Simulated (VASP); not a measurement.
Runs of VASP 6.6.1 on TiSi2. The structure is that of space group Fddd (No. 70), or close to it. The cells are those of the table. 

| task | cell | k mesh | cutoff (eV) | smearing | gap on the mesh (eV) | pressure (GPa) | largest force (eV/Å) |
| --- | --- | --- | --- | --- | --- | --- | --- |
| single point | a = 5.919, b = 4.873, c = 4.781 Å, angles 75.6, 52.9, 51.0°, 6 atoms | 10 × 10 × 10 | 520 | gaussian 0.1 eV | none | (a) | 0.01 |
| single point | a = 5.926, b = 4.884, c = 4.760 Å, angles 75.8, 53.0, 51.1°, 6 atoms | 6 × 6 × 6 | 520 | gaussian 0.1 eV | none | -1.6 | 0.14 |
| single point | a = 5.898, b = 4.870, c = 4.733 Å, angles 75.8, 53.2, 51.1°, 6 atoms | 10 × 10 × 10 | 520 | gaussian 0.15 eV | none | (c) | - |
| single point | a = 5.940, b = 4.876, c = 4.828 Å, angles 75.5, 52.6, 51.0°, 6 atoms | 10 × 10 × 10 | 520 | gaussian 0.1 eV | none | -2.4 | 0.01 |
| single point | a = 5.856, b = 4.864, c = 4.639 Å, angles 76.0, 53.7, 51.1°, 6 atoms | 10 × 10 × 10 | 520 | gaussian 0.1 eV | none | (b) | 0.01 |
| single point | a = 5.962, b = 4.879, c = 4.875 Å, angles 75.4, 52.3, 51.0°, 6 atoms | 10 × 10 × 10 | 520 | gaussian 0.1 eV | none | -3.5 | 0.01 |
| single point | a = 5.835, b = 4.861, c = 4.591 Å, angles 76.2, 54.0, 51.1°, 6 atoms | 10 × 10 × 10 | 520 | gaussian 0.1 eV | none | 4.8 | - |
| relaxation of cell and atoms | relaxed from a = 5.926, b = 4.884, c = 4.760 Å, angles 75.8, 53.0, 51.1°, 6 atoms | 10 × 10 × 10 | 600 | gaussian 0.1 eV | none | 0.0 | - |
| single point | a = 5.877, b = 4.867, c = 4.686 Å, angles 75.9, 53.4, 51.1°, 6 atoms | 10 × 10 × 10 | 520 | gaussian 0.1 eV | none | 1.6 | 0.01 |

Alike in all rows: level PBEsol; potentials or basis VASP PAW PBE potentials, release 64 (Ti_sv, Si); no spin polarisation.

Task: Estimate the missing entries.

Result: (a) -1.1; (b) 3.1; (c) 0.2.

Caveats: the PAW data sets were made with another functional, which shifts forces and pressure a little.

A gap of «none» marks levels without a gap at the run's occupations.
